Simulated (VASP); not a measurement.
# Sc (Fm-3m) in VASP: notebook

The runs below take Sc through density of states, single point, with PBEsol, PBE+U.

Everything below comes from runs of VASP 6.6.1. Logs are shortened: lines on timing, memory, paths and dates and some standing lists are left out, and cuts for length are marked.

## 1. The cell of the first run

It takes space group Fm-3m (No. 225, cubic). The conventional cell has a = 4.458 Å, b = 4.458 Å, c = 4.458 Å, α = 90.00°, β = 90.00°, γ = 90.00°. Sc (site symmetry m-3m) has 12 Sc at 3.15 Å within 4.1 Å.

## 2. Density of states, PBEsol

POSCAR

```
Sc
1.0
    0.0000000000      2.2289344884      2.2289344884
    2.2289344884      0.0000000000      2.2289344884
    2.2289344884      2.2289344884      0.0000000000
Sc
1
Direct
    0.0000000000      0.0000000000      0.0000000000
```

INCAR.step1

```
PREC = Accurate
ENCUT = 520
EDIFF = 1E-7
ISMEAR = 1
SIGMA = 0.02
LREAL = False
LASPH = True
NELM = 100
ALGO = Fast
ISIF = 2
LWAVE = False
LCHARG = True
LMAXMIX = 4
GGA = PS
NBANDS = 12
ISYM = 0
```

KPOINTS.step1

```
Automatic mesh
0
Gamma
  2 2 9
  0.5 0.5 0
```

INCAR.step2

```
PREC = Accurate
ENCUT = 520
EDIFF = 1E-7
ISMEAR = -5
SIGMA = 0.02
LREAL = False
LASPH = True
NELM = 100
ALGO = Fast
ISIF = 2
LWAVE = False
LCHARG = False
LMAXMIX = 4
GGA = PS
LORBIT = 11
NBANDS = 12
NEDOS = 1001
ICHARG = 11
ISYM = 0
```

KPOINTS.step2

```
regular mesh
0
Gamma
  3 3 14
```

Potentials or basis: VASP PAW PBE potentials, release 64 (Sc_sv).

Command:

```console
> cat potpaw_PBE.64/Sc_sv/POTCAR > POTCAR
> cp INCAR.step1 INCAR
> cp KPOINTS.step1 KPOINTS
> mpirun -np 1 vasp_std > vasp.out
> cp INCAR.step2 INCAR
> cp KPOINTS.step2 KPOINTS
> mpirun -np 1 vasp_std > vasp.out
```

OUTCAR:

```text
PREC = Accurate
   ENCUT = 520
   EDIFF = 1E-7
   ISMEAR = -5
   LREAL = False
   LASPH = True
   NELM = 100
   ISIF = 2
   GGA = PS
   LORBIT = 11
   ICHARG = 11
   ISYM = 0

 ion  position               nearest neighbor table
   1  0.000  0.000  0.000-

IMPORTANT INFORMATION: All symmetrisations will be switched off!
NOSYMM: (Re-)initialisation of all symmetry stuff for point group C_1.

----------------------------------------------------------------------------------------

                                     Primitive cell

  volume of cell :      22.1474

  direct lattice vectors                    reciprocal lattice vectors
     0.000000000  2.228934488  2.228934488    -0.224322430  0.224322430  0.224322430
     2.228934488  0.000000000  2.228934488     0.224322430 -0.224322430  0.224322430
     2.228934488  2.228934488  0.000000000     0.224322430  0.224322430 -0.224322430

  length of vectors
     3.152189383  3.152189383  3.152189383     0.388537845  0.388537845  0.388537845

  position of ions in fractional coordinates (direct lattice)
     0.000000000  0.000000000  0.000000000

  ion indices of the primitive-cell ions
   primitive index   ion index
                 1           1

----------------------------------------------------------------------------------------

 KPOINTS: regular mesh

Automatic generation of k-mesh.
 Grid dimensions read from file:
 generate k-points for:    3    3   14

 Generating k-lattice:

  Cartesian coordinates                     Fractional coordinates (reciprocal lattice)
    -0.074774143  0.074774143  0.074774143     0.333333333  0.000000000  0.000000000
     0.074774143 -0.074774143  0.074774143     0.000000000  0.333333333  0.000000000
     0.016023031  0.016023031 -0.016023031     0.000000000  0.000000000  0.071428571

  Length of vectors
     0.129512615  0.129512615  0.027752703

  Shift w.r.t. Gamma in fractional coordinates (k-lattice)
     0.000000000  0.000000000  0.000000000

 -----------------------------------------------------------------------------
|                                                                             |
|           W    W    AA    RRRRR   N    N  II  N    N   GGGG   !!!           |
|           W    W   A  A   R    R  NN   N  II  NN   N  G    G  !!!           |
|           W    W  A    A  R    R  N N  N  II  N N  N  G       !!!           |
|           W WW W  AAAAAA  RRRRR   N  N N  II  N  N N  G  GGG   !            |
|           WW  WW  A    A  R   R   N   NN  II  N   NN  G    G                |
|           W    W  A    A  R    R  N    N  II  N    N   GGGG   !!!           |
|                                                                             |
|     Your reciprocal lattice and k-lattice belong to different lattice       |
|     classes:                                                                |
[... 76 lines left out ...]
   EMIN   =  10.00;   EMAX   =-10.00  energy-range for DOS
   EFERMI =   0.00;   METHOD = LEGACY
   ISMEAR =    -5;   SIGMA  =   0.02  broadening in eV -4-tet -1-fermi 0-gaus
   EFERMI_NEDOS =   21; number of points for ismear=-14 and -15
   IALGO  =     68    algorithm
   IMIX   =      4    mixing-type and parameters
     AMIX     =   0.40;   BMIX     =  1.00
     AMIX_MAG =   1.60;   BMIX_MAG =  1.00
  volume/ion in A,a.u.               =      22.15       149.46
  Fermi-wavevector in a.u.,A,eV,Ry     =   1.296478  2.449988 22.869417  1.680855
  Thomas-Fermi vector in A             =   2.427932
   LORBIT       =     11    0 simple, 1 ext, 2 COOP (PROOUT), +10 PAW based schemes
   GGA     = PS    functional components
   LHFCALC =     F    Hartree Fock is set to
   AEXX    =    0.0000 exact exchange contribution
   IVDW    =     0    specifies the selected vdW correction
   LEPSILON=     F    determine dielectric tensor
   LRPA    =     F    only Hartree local field effects (RPA)
 non-spin polarized calculation
 RMM-DIIS sequential band-by-band and
 Fermi weights with tetrahedron method with Bloechl corrections
  energy-cutoff  :      520.00
  volume of cell :       22.15
 maximum number of plane-waves:       609

 number of electron      11.0000004 magnetization

 Free energy of the ion-electron system (eV)
  ---------------------------------------------------
  ext. energy  EPLUGINS =         0.00000000
  ---------------------------------------------------
  free energy    TOTEN  =        -6.52856588 eV

  energy without entropy =       -6.52856588  energy(sigma->0) =       -6.52856588

 E-fermi :   4.1911     XC(G=0): -10.4426

 val. band max:        4.0988676236   @ k =   0.0000  -0.3333   0.2857
 cond. band min:       4.2374261375   @ k =   0.3333   0.3333   0.0714
 fundamental gap:      0.1385585139
 Fermi energy:         4.1910811589

 k-point     1 :       0.0000    0.0000    0.0000
  band No.  band energies     occupation
      1     -44.7347      2.00000
      2     -23.2845      2.00000
      3     -23.1119      2.00000
      4     -23.0788      2.00000
      5      -1.1053      2.00000
      6       5.9107     -0.05437
      7       5.9438      0.00000
      8       6.0160      0.00000
      9       7.5005      0.00000
     10       7.5904      0.00000
     11      17.4005      0.00000
     12      21.2115      0.00000
[... 331 lines left out ...]
 k-point    24 :       0.0000    0.0000    0.2143
  band No.  band energies     occupation
      1     -44.6980      2.00000
      2     -23.3465      2.00000
      3     -23.3067      2.00000
      4     -23.1075      2.00000
      5       0.0902      2.00000
      6       5.2189     -0.15085
      7       6.1647      0.00000
      8       6.2085      0.00000
      9       7.4399      0.00000
     10       7.5617      0.00000
     11      16.4839      0.00000
     12      18.2592      0.00000

 [... further k-points ...]
[... 5 lines left out ...]
  --------------------------------------------------------------------------------------
  -------------------------------------------------------------------------------------
  Total        1.1862784      1.1862952     -0.0874347     -0.6253215     -0.4428631     -0.4429095
  in kB       85.8173873     85.8186046     -6.3251742    -45.2368168    -32.0374676    -32.0408219
  external PRESSURE =      55.1036059 kB  Pullay stress =       0.0000000 kB

 VOLUME and BASIS-vectors are now :
 -----------------------------------------------------------------------------
  energy-cutoff  :      520.00
  volume of cell :       22.15
      direct lattice vectors                 reciprocal lattice vectors
     0.000000000  2.228934488  2.228934488    -0.224322430  0.224322430  0.224322430
     2.228934488  0.000000000  2.228934488     0.224322430 -0.224322430  0.224322430
     2.228934488  2.228934488  0.000000000     0.224322430  0.224322430 -0.224322430

 POSITION                                       TOTAL-FORCE (eV/Angst)
 -----------------------------------------------------------------------------------
      0.00000      0.00000      0.00000        -0.000040     -0.000028     -0.000003
 -----------------------------------------------------------------------------------
    total drift:                               -0.000040     -0.000028     -0.000003

  FREE ENERGIE OF THE ION-ELECTRON SYSTEM (eV)
  ---------------------------------------------------
  free  energy   TOTEN  =        -6.5285658808 eV

  energy  without entropy=       -6.5285658808  energy(sigma->0) =       -6.52856588

 total charge

# of ion       s       p       d       tot
------------------------------------------
    1        2.298   6.099   1.129   9.526
```

OUTCAR.step1:

```text
PREC = Accurate
   ENCUT = 520
   EDIFF = 1E-7
   ISMEAR = 1
   LREAL = False
   LASPH = True
[... 463 lines left out ...]
 POSITION                                       TOTAL-FORCE (eV/Angst)
 -----------------------------------------------------------------------------------
      0.00000      0.00000      0.00000         0.000094     -0.000029      0.000008
 -----------------------------------------------------------------------------------
    total drift:                                0.000094     -0.000029      0.000008

  FREE ENERGIE OF THE ION-ELECTRON SYSTEM (eV)
  ---------------------------------------------------
  free  energy   TOTEN  =        -6.3675064839 eV

  energy  without entropy=       -6.3676642685  energy(sigma->0) =       -6.36755908
```

OSZICAR.step1:

```text
N       E                     dE             d eps       ncg     rms          rms(c)
DAV:   1     0.741148959736E+02    0.74115E+02   -0.50688E+03   432   0.900E+02
DAV:   2    -0.566990648622E+01   -0.79785E+02   -0.78046E+02   432   0.285E+02
DAV:   3    -0.703462408345E+01   -0.13647E+01   -0.13451E+01   572   0.513E+01
DAV:   4    -0.705911518310E+01   -0.24491E-01   -0.24458E-01   548   0.528E+00
DAV:   5    -0.705938710531E+01   -0.27192E-03   -0.27191E-03   576   0.522E-01    0.599E+00
RMM:   6    -0.645482867068E+01    0.60456E+00   -0.58255E-01   448   0.102E+01    0.192E+00
RMM:   7    -0.637424523847E+01    0.80583E-01   -0.67108E-01   549   0.729E+00    0.826E-01
RMM:   8    -0.636788582103E+01    0.63594E-02   -0.34148E-02   465   0.279E+00    0.381E-01
RMM:   9    -0.636737360289E+01    0.51222E-03   -0.14489E-02   600   0.876E-01    0.475E-02
RMM:  10    -0.636746491581E+01   -0.91313E-04   -0.12323E-03   636   0.374E-01    0.504E-02
RMM:  11    -0.636750525317E+01   -0.40337E-04   -0.40092E-04   619   0.104E-01    0.115E-02
RMM:  12    -0.636750605166E+01   -0.79849E-06   -0.28213E-05   563   0.597E-02    0.313E-03
RMM:  13    -0.636750666415E+01   -0.61249E-06   -0.35935E-06   646   0.222E-02    0.266E-03
RMM:  14    -0.636750644552E+01    0.21863E-06   -0.32098E-07   440   0.826E-03    0.715E-04
RMM:  15    -0.636750648391E+01   -0.38386E-07   -0.14511E-07   385   0.564E-03
   1 F= -.63675065E+01 E0= -.63675591E+01  d E =0.157785E-03
```

It took 14 s on 1 thread of AMD EPYC 7R43 (Zen 3), shared host; peak memory 0.11 GiB.

What came out:

| Item | Value |
| --- | --- |
| Valence electrons inside the program's atomic spheres | Sc 9.53 |

Caveat: the k points lie up to 1.22 Å⁻¹ apart; the PAW data sets were made with another functional, which shifts forces and pressure a little; tetrahedron occupations give inexact forces and stress in metals.

## 3. Single point, PBE+U, collinear spin, ferromagnetic start

This run uses another cell than the first one, of 25.20 Å³/atom, 1.138 times its volume.

INCAR

```
ALGO = Fast
EDIFF = 1E-6
ENCUT = 520
GGA = PE
ISIF = 2
ISMEAR = 0
ISPIN = 2
LASPH = True
LCHARG = False
LDAU = True
LDAUJ = 0
LDAUL = 2
LDAUPRINT = 1
LDAUTYPE = 2
LDAUU = 4.7
LMAXMIX = 4
LORBIT = 11
LREAL = False
LWAVE = False
MAGMOM = 5
NBANDS = 16
NELM = 150
PREC = Accurate
SIGMA = 0.1
```

KPOINTS

```
k-points
0
Gamma
  8 8 8
```

POSCAR

```
Sc
1.0
    0.0000000000      2.3268462047      2.3268462047
    2.3268462047      0.0000000000      2.3268462047
    2.3268462047      2.3268462047      0.0000000000
Sc
1
Direct
    0.0000000000      0.0000000000      0.0000000000
```

Potentials or basis: VASP PAW PBE potentials, release 64 (Sc_sv).

Command:

```console
> cat potpaw_PBE.64/Sc_sv/POTCAR > POTCAR
> mpirun -np 1 vasp_std > vasp.out
```

Run time: 12 s. Hardware: 1 thread of Intel Xeon Platinum 8488C (Sapphire Rapids), shared host; peak memory 0.15 GiB.

Results (log left out):

```yaml
Free_energy: -4.3804 eV
Pressure: 7.1 GPa
Net_moment: 0.69 μB per cell
Site_moments: Sc +0.38 μB
Valence_electrons_inside_the_program's_atomic_spheres: Sc 9.18
```

Levels at points of the mesh, in eV from the Fermi level:
Spin up:
```
           k point  band 4  band 5  band 6  band 7  band 8  band 9
(0.00, 0.00, 0.00)  -29.55   -6.21    1.47    1.47    1.47    3.36
(0.50, 0.00, 0.00)  -29.60   -2.41   -0.84    1.60    1.60    3.99
(0.50, 0.50, 0.00)  -29.67   -1.59   -0.87    0.65    4.01    4.01
```
Spin down:
| k point | band 2 | band 3 | band 4 | band 5 | band 6 | band 7 | band 8 | band 9 |
| --- | --- | --- | --- | --- | --- | --- | --- | --- |
| (0.00, 0.00, 0.00) | -29.24 | -29.24 | -29.24 | -5.65 | 2.41 | 2.41 | 2.41 | 3.52 |
| (0.50, 0.00, 0.00) | -29.58 | -29.29 | -29.29 | -1.57 | -0.37 | 2.08 | 2.08 | 4.60 |
| (0.50, 0.50, 0.00) | -29.56 | -29.36 | -29.36 | -1.41 | 0.14 | 1.42 | 4.40 | 4.95 |

Eigenvalues of the final occupation matrices:
| site | spin | trace | eigenvalues |
| --- | --- | --- | --- |
| site 1 d | 1 | 0.53 | 0.06 0.06 0.14 0.14 0.14 |
| site 1 d | 2 | 0.20 | 0.03 0.03 0.03 0.06 0.06 |

Caveat: the moment fell far below its start of 5 μB, so a state of higher moment may lie lower in energy; the U is typed as a test and isn't derived for this compound.
